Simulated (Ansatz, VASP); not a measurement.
Si in VASP and in Ansatz

```
CELL_PARAMETERS angstrom
0.00000 2.73494 2.73494
2.73494 0.00000 2.73494
2.73494 2.73494 0.00000
ATOMIC_POSITIONS crystal
Si 0.50000 0.50000 0.50000
Si 0.75000 0.75000 0.75000
```

Alike in both runs: functional PBE; k mesh 10 × 10 × 10; occupations gaussian, width 0.02 eV; no spin polarisation.

Ansatz relaxed the structure, and its values are those at the end. VASP's run is a single point on that final structure, the one shown.

```csv
,VASP,Ansatz
version,VASP 6.6.1,Ansatz 0.2.0
potentials or method,"VASP PAW PBE potentials, release 64 (Si), cutoff 500 eV","scalar-relativistic, plane waves, PAW"
valence electrons in the cell,8,8
```

|  | VASP | Ansatz | Ansatz less VASP |
| --- | --- | --- | --- |
| gap on the k mesh at the Fermi level (eV) | 0.62 | 0.62 | -0.002 |
| least direct gap on the mesh (eV) | 2.56 | 2.55 | -0.005 |
| pressure (GPa) | -0.1 | 0.0 | +0.08 |
